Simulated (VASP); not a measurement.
# ScBSbP3 (P-6m2) in VASP: a series of runs

ScBSbP3 is run at these levels: PBE; tasks: relaxation of cell and atoms, single point.

Program: VASP 6.6.1. These are calculated values, not measurements. Logs are shortened: lines on timing, memory, paths and dates and some standing lists are left out, and cuts for length are marked.

### 1 The cell of the first run

Symmetry: P-6m2, No. 187, hexagonal system. Conventional cell: a = 6.051 Å, b = 6.051 Å, c = 3.774 Å, α = 90.00°, β = 90.00°, γ = 120.00°. Sc (site symmetry -6m2) has 3 B at 3.49 Å and 3 Sb at 3.49 Å and 12 P at 3.57 Å and 2 Sc at 3.77 Å within 4.6 Å. Within 3.3 Å of B (site symmetry -6m2) lie 6 P at 2.53 Å. Sb (site symmetry -6m2) has 6 P at 2.62 Å and 3 B at 3.49 Å and 3 Sc at 3.49 Å within 3.5 Å. P (site symmetry mm2) has 2 B at 2.53 Å and 2 Sb at 2.62 Å and 4 P at 2.91 to 3.14 Å within 3.3 Å.

The cell was built from a structure type or drawn by symmetry, and may not be a known phase.

### 2 Relaxation of cell and atoms, PBE

The input, INCAR:

```
ALGO = Normal
EDIFF = 1E-7
EDIFFG = -0.04
ENCUT = 600
GGA = PE
IBRION = 2
ISIF = 3
ISMEAR = 0
LASPH = True
LCHARG = False
LREAL = False
LWAVE = False
NELM = 80
NSW = 90
PREC = Accurate
SIGMA = 0.1
```

The input, KPOINTS:

```
k-points
0
Gamma
  3 3 4
```

The input, POSCAR:

```
ScBSbP3
1.0
    6.0509063800      0.0000000000      0.0000000000
   -3.0254531900      5.2402386400      0.0000000000
    0.0000000000      0.0000000000      3.7737384300
Sc B Sb P
1 1 1 3
Direct
    0.0000000000      0.0000000000      0.0000000000
    0.3333333300      0.6666666700      0.0000000000
    0.6666666700      0.3333333300      0.0000000000
    0.0129650000      0.5064825000      0.5000000000
    0.4935175000      0.5064825000      0.5000000000
    0.4935175000      0.9870350000      0.5000000000
```

Potentials or basis: VASP PAW PBE potentials, release 64 (Sc_sv, B, Sb, P).

Command:

```
cat potpaw_PBE.64/Sc_sv/POTCAR potpaw_PBE.64/B/POTCAR potpaw_PBE.64/Sb/POTCAR potpaw_PBE.64/P/POTCAR > POTCAR
mpirun -np 1 vasp_std > vasp.out
```

OUTCAR:

```text
EDIFF = 1E-7
   EDIFFG = -0.04
   ENCUT = 600
   GGA = PE
   IBRION = 2
   ISIF = 3
   ISMEAR = 0
   LASPH = True
   LREAL = False
   NELM = 80
   NSW = 90
   PREC = Accurate

 ion  position               nearest neighbor table
   1  0.000  0.000  0.000-   3 3.49   3 3.49   3 3.49
   2  0.333  0.667  0.000-   6 2.53   6 2.53   4 2.53   4 2.53   5 2.53   5 2.53
   3  0.667  0.333  0.000-   6 2.62   6 2.62   4 2.62   4 2.62   5 2.62   5 2.62   1 3.49   1 3.49
                             1 3.49
   4  0.013  0.506  0.500-   2 2.53   2 2.53   3 2.62   3 2.62   6 2.91   5 2.91
   5  0.494  0.506  0.500-   2 2.53   2 2.53   3 2.62   3 2.62   6 2.91   4 2.91
   6  0.494  0.987  0.500-   2 2.53   2 2.53   3 2.62   3 2.62   4 2.91   5 2.91

  LATTYP: Found a hexagonal cell.
 ALAT       =     6.0509063800
 C/A-ratio  =     0.6236649839

  Lattice vectors:

 A1 = (   6.0509063800,   0.0000000000,   0.0000000000)
 A2 = (  -3.0254531900,   5.2402386400,   0.0000000000)
 A3 = (   0.0000000000,   0.0000000000,   3.7737384300)

Analysis of symmetry for initial positions (statically):
=====================================================================
 Subroutine PRICEL returns:
 Original cell was already a primitive cell.

 Routine SETGRP: Setting up the symmetry group for a
 hexagonal supercell.

 Subroutine GETGRP returns: Found 12 space group operations
 (whereof 12 operations were pure point group operations)
 out of a pool of 24 trial point group operations.

The static configuration has the point symmetry D_3h.

Analysis of symmetry for dynamics (positions and initial velocities):
=====================================================================
 Subroutine PRICEL returns:
 Original cell was already a primitive cell.

 Routine SETGRP: Setting up the symmetry group for a
 hexagonal supercell.

 Subroutine GETGRP returns: Found 12 space group operations
 (whereof 12 operations were pure point group operations)
 out of a pool of 24 trial point group operations.

The dynamic configuration has the point symmetry D_3h.

 Subroutine INISYM returns: Found 12 space group operations
 (whereof 12 operations are pure point group operations),
 and found     1 'primitive' translations

----------------------------------------------------------------------------------------

                                     Primitive cell

  volume of cell :     119.6584

  direct lattice vectors                    reciprocal lattice vectors
     6.050906380  0.000000000  0.000000000     0.165264497  0.095415502  0.000000000
    -3.025453190  5.240238640  0.000000000     0.000000000  0.190831004  0.000000000
[... 84 lines left out ...]
   ISYM   =      2    0-nonsym 1-usesym 2-fastsym
   POTIM  = 0.5000    time-step for ionic-motion
   TEBEG  =    0.0;   TEEND  =   0.0 temperature during run
   PSTRESS=    0.0 pullay stress
   NELECT =      34.0000    total number of electrons
   NUPDOWN=      -1.0000    fix difference up-down
   EMIN   =  10.00;   EMAX   =-10.00  energy-range for DOS
   EFERMI =   0.00;   METHOD = LEGACY
   ISMEAR =     0;   SIGMA  =   0.10  broadening in eV -4-tet -1-fermi 0-gaus
   EFERMI_NEDOS =   21; number of points for ismear=-14 and -15
   IALGO  =     38    algorithm
   IMIX   =      4    mixing-type and parameters
     AMIX     =   0.40;   BMIX     =  1.00
     AMIX_MAG =   1.60;   BMIX_MAG =  1.00
  volume/ion in A,a.u.               =      19.94       134.58
  Fermi-wavevector in a.u.,A,eV,Ry     =   1.076267  2.033850 15.760319  1.158351
  Thomas-Fermi vector in A             =   2.212147
   LORBIT       =      0    0 simple, 1 ext, 2 COOP (PROOUT), +10 PAW based schemes
   GGA     = PE    functional components
   LHFCALC =     F    Hartree Fock is set to
   AEXX    =    0.0000 exact exchange contribution
   IVDW    =     0    specifies the selected vdW correction
   LEPSILON=     F    determine dielectric tensor
   LRPA    =     F    only Hartree local field effects (RPA)
 conjugate gradient relaxation of ions
 non-spin polarized calculation
 Gauss-broadening in eV      SIGMA  =   0.10
  energy-cutoff  :      600.00
  volume of cell :      119.66
 maximum number of plane-waves:      4012
   NGX = 25   NGY = 25   NGZ = 15

--------------------------------------- Ionic step        1  -------------------------------------------

 number of electron      33.9999999 magnetization

 Free energy of the ion-electron system (eV)
  ---------------------------------------------------
  ext. energy  EPLUGINS =         0.00000000
  ---------------------------------------------------
  free energy    TOTEN  =       -28.35020551 eV

  energy without entropy =      -28.31602726  energy(sigma->0) =      -28.33311639

------------------------ aborting loop because EDIFF is reached ----------------------------------------

  FORCE on cell =-STRESS in cart. coord.  units (eV):
  Direction    XX          YY          ZZ          XY          YZ          ZX
  --------------------------------------------------------------------------------------
  -------------------------------------------------------------------------------------
  Total       -3.9950366     -3.9950366     -4.8109104      0.0000000      0.0000000      0.0000000
  in kB      -53.4919036    -53.4919035    -64.4161194      0.0000000      0.0000000      0.0000000
  external PRESSURE =     -57.1333088 kB  Pullay stress =       0.0000000 kB
[... 101 lines left out ...]
  FREE ENERGIE OF THE ION-ELECTRON SYSTEM (eV)
  ---------------------------------------------------
  free  energy   TOTEN  =       -29.4184450071 eV

  energy  without entropy=      -29.3868492079  energy(sigma->0) =      -29.40264711

[... ionic steps 4 to 12 ...]

--------------------------------------- Ionic step       13  -------------------------------------------

 number of electron      33.9999999 magnetization

------------------------ aborting loop because EDIFF is reached ----------------------------------------
[... 75 lines left out ...]
--------------------------------------- Ionic step       15  -------------------------------------------

 number of electron      33.9999999 magnetization

 Free energy of the ion-electron system (eV)
  ---------------------------------------------------
  ext. energy  EPLUGINS =         0.00000000
  ---------------------------------------------------
  free energy    TOTEN  =       -29.67790386 eV

  energy without entropy =      -29.64653309  energy(sigma->0) =      -29.66221848

 E-fermi :   7.4577     XC(G=0): -10.3915

 val. band max:        7.4510136097   @ k =   0.3333   0.3333   0.2500
 cond. band min:       7.5156278508   @ k =   0.3333   0.0000   0.0000
 fundamental gap:      0.0646142410
 Fermi energy:         7.4577144026

 k-point     1 :       0.0000    0.0000    0.0000
  band No.  band energies     occupation
      1     -43.3195      2.00000
      2     -21.9909      2.00000
      3     -21.9909      2.00000
      4     -21.6884      2.00000
      5      -8.2127      2.00000
      6      -3.9821      2.00000
[... 238 lines left out ...]
  FREE ENERGIE OF THE ION-ELECTRON SYSTEM (eV)
  ---------------------------------------------------
  free  energy   TOTEN  =       -29.6779038645 eV

  energy  without entropy=      -29.6465330868  energy(sigma->0) =      -29.66221848

 reached required accuracy - stopping structural energy minimisation
```

OSZICAR:

```text
N       E                     dE             d eps       ncg     rms          rms(c)
DAV:   1     0.289725458021E+03    0.28973E+03   -0.14661E+04   378   0.162E+03
DAV:   2     0.136661904653E+02   -0.27606E+03   -0.27170E+03   378   0.416E+02
DAV:   3    -0.288891526570E+02   -0.42555E+02   -0.40100E+02   620   0.128E+02
[... 168 lines left out ...]
DAV:   5    -0.296779067452E+02    0.18204E-04   -0.37592E-04   480   0.997E-02    0.209E-02
DAV:   6    -0.296779053865E+02    0.13587E-05   -0.44240E-05   530   0.489E-02    0.973E-03
DAV:   7    -0.296779041828E+02    0.12037E-05   -0.69081E-06   627   0.206E-02    0.373E-03
DAV:   8    -0.296779038233E+02    0.35945E-06   -0.81944E-07   442   0.618E-03    0.107E-03
DAV:   9    -0.296779038645E+02   -0.41236E-07   -0.77921E-08   279   0.246E-03
  15 F= -.29677904E+02 E0= -.29662218E+02  d E =-.672987E-03
```

CONTCAR:

```text
ScBSbP3
   1.00000000000000
     6.0897118358185702    0.0000000000000000    0.0000000000000000
    -3.0448559179092851    5.2738451505402510   -0.0000000000000000
     0.0000000000000000    0.0000000000000000    3.3944974801606569
  Sc              B               Sb              P
     1     1     1     3
Direct
     0.0000000000000000    0.0000000000000000    0.0000000000000000
     0.3333333300000021    0.6666666699999979    0.0000000000000000
     0.6666666699999979    0.3333333300000021    0.0000000000000000
     0.0666518226235994    0.5333259113117035    0.5000000000000000
     0.4666740886881113    0.5333259113117035    0.5000000000000000
     0.4666740886882965    0.9333481773765859    0.5000000000000000

  0.00000000E+00  0.00000000E+00  0.00000000E+00
  0.00000000E+00  0.00000000E+00  0.00000000E+00
  0.00000000E+00  0.00000000E+00  0.00000000E+00
  0.00000000E+00  0.00000000E+00  0.00000000E+00
  0.00000000E+00  0.00000000E+00  0.00000000E+00
  0.00000000E+00  0.00000000E+00  0.00000000E+00
```

Wall time 9 min (1 thread of Intel Xeon 8259CL, shared host); peak memory 0.29 GiB.

Results:

* Free energy: -29.6779 eV
* Relaxed volume: 18.17 Å³/atom
* Relaxed cell: a = 6.090 Å, b = 6.090 Å, c = 3.394 Å, α = 90.00°, β = 90.00°, γ = 120.00°
* Space group after relaxing (to 0.1 Å): P-6m2 (No. 187)
* Energy gained by relaxing: 221.3 meV/atom
* Ionic steps: 15
* Pressure after relaxing: -0.2 GPa
* Largest force after relaxing: 0.018 eV/Å
* Band gap on the k mesh: zero (bands 17 and 18 overlap by 0.51 eV)

Forces on the atoms (eV/Å):
```
Sc   0.000  0.000  0.000
B    0.000  0.000  0.000
Sb   0.000  0.000  0.000
P    0.015  0.009  0.000
P   -0.015  0.009  0.000
P    0.000 -0.018  0.000
```

The path:
| step | energy change (eV) | largest force (eV/Å) | pressure (GPa) | volume (Å³) |
| --- | --- | --- | --- | --- |
| 1 | 0.0000 | 2.2434 | -5.71 | 119.66 |
| 2 | -0.9036 | 1.7075 | -0.40 | 107.76 |
| 3 | -1.0682 | 0.6971 | 6.09 | 99.90 |
| 4 | -1.0795 | 0.9797 | 4.47 | 101.51 |
| 5 | -1.2585 | 0.4121 | 0.98 | 106.13 |
| 6 | -1.2595 | 0.3183 | 1.14 | 105.81 |
| 7 | -1.3131 | 0.1032 | -0.85 | 108.72 |
| 8 | -1.3131 | 0.1032 | -0.85 | 108.72 |
| 9 | -1.3203 | 0.0741 | 0.21 | 107.44 |
| 10 | -1.3204 | 0.0700 | 0.34 | 107.28 |
| 11 | -1.3227 | 0.0418 | 0.28 | 107.56 |
| 12 | -1.3269 | 0.0480 | 0.10 | 108.38 |
| 13 | -1.3269 | 0.0966 | 0.01 | 108.68 |
| 14 | -1.3270 | 0.0719 | 0.06 | 108.53 |
| 15 | -1.3277 | 0.0175 | -0.25 | 109.02 |

Final structure:
```
CELL_PARAMETERS angstrom
6.08971 0.00000 0.00000
-3.04486 5.27385 0.00000
0.00000 0.00000 3.39450
ATOMIC_POSITIONS crystal
Sc 0.00000 0.00000 0.00000
B 0.33333 0.66667 0.00000
Sb 0.66667 0.33333 0.00000
P 0.06665 0.53333 0.50000
P 0.46667 0.53333 0.50000
P 0.46667 0.93335 0.50000
```

Levels at points of the mesh, in eV from the Fermi level:
```
           k point  band 14  band 15  band 16  band 17  band 18  band 19  band 20  band 21
(0.00, 0.00, 0.00)    -0.18     0.16     0.16     0.18     0.18     0.48     0.56     0.56
(0.00, 0.00, 0.50)    -4.22    -1.42    -1.42     0.10     0.81     0.81     1.33     1.33
```

Caveat: the k points lie up to 0.46 Å⁻¹ apart in the final cell, too coarse for converged energies and pressures of a metal; spin-orbit coupling is left out, which moves the levels of the heavy elements.

### 3 Single point, PBE

This run uses another cell than the first one, of 18.54 Å³/atom.

The input, INCAR:

```
  ALGO = Normal
  EDIFF = 1E-6
  ENCUT = 520
  GGA = PE
  ISIF = 2
  ISMEAR = 0
  LASPH = T
  LCHARG = F
  LREAL = F
  LWAVE = F
  NBANDS = 26
  NELM = 60
  PREC = Accurate
  SIGMA = 0.1
```

The input, KPOINTS:

```
k-points
0
Gamma
  6 6 12
```

The input, POSCAR:

```
ScBSbP3
1.0
    6.4516496032      0.0000000000      0.0000000000
   -3.2258248016      5.5872924527      0.0000000000
    0.0000000000      0.0000000000      3.0863223876
Sc B Sb P
1 1 1 3
Direct
    0.0000000000      0.0000000000      0.0000000000
    0.3333333333      0.6666666667      0.0000000000
    0.6666666667      0.3333333333      0.0000000000
    0.0661531514      0.5330765757      0.5000000000
    0.4669234243      0.5330765757      0.5000000000
    0.4669234243      0.9338468486      0.5000000000
```

Potentials or basis: VASP PAW PBE potentials, release 64 (Sc_sv, B, Sb, P).

Command:

```
cat potpaw_PBE.64/Sc_sv/POTCAR potpaw_PBE.64/B/POTCAR potpaw_PBE.64/Sb/POTCAR potpaw_PBE.64/P/POTCAR > POTCAR
mpirun -np 1 vasp_std > vasp.out
```

Wall time 3.2 min (1 thread of Intel Xeon 8259CL, shared host); peak memory 0.33 GiB.

The run converged. Its results:

* Free energy: -29.9860 eV
* Pressure: -0.1 GPa
* Largest force: 0.028 eV/Å
* Band gap on the k mesh: zero (bands 17 and 18 overlap by 1.62 eV)

Forces in eV/Å, atoms in the order of the input:
```
Sc   0.000  0.000  0.000
B    0.000  0.000  0.000
Sb   0.000  0.000  0.000
P    0.024  0.014  0.000
P   -0.024  0.014  0.000
P    0.000 -0.028  0.000
```

Levels at points of the mesh, in eV from the Fermi level:
```tsv
k point	band 14	band 15	band 16	band 17	band 18	band 19	band 20	band 21
(0.00, 0.00, 0.00)	-1.04	-1.04	0.35	0.52	0.52	0.62	1.54	1.54
(0.50, 0.00, 0.00)	-1.20	-0.80	-0.37	0.45	0.58	1.40	1.66	1.98
(0.00, 0.00, 0.50)	-3.63	-1.32	-1.32	-0.32	0.34	0.34	1.27	1.29
(0.50, 0.00, 0.50)	-2.72	-2.03	-1.90	-0.90	-0.86	-0.05	0.52	1.37
```

Caveat: spin-orbit coupling is left out, which moves the levels of the heavy elements.

(Continued in part 2 of 3.)
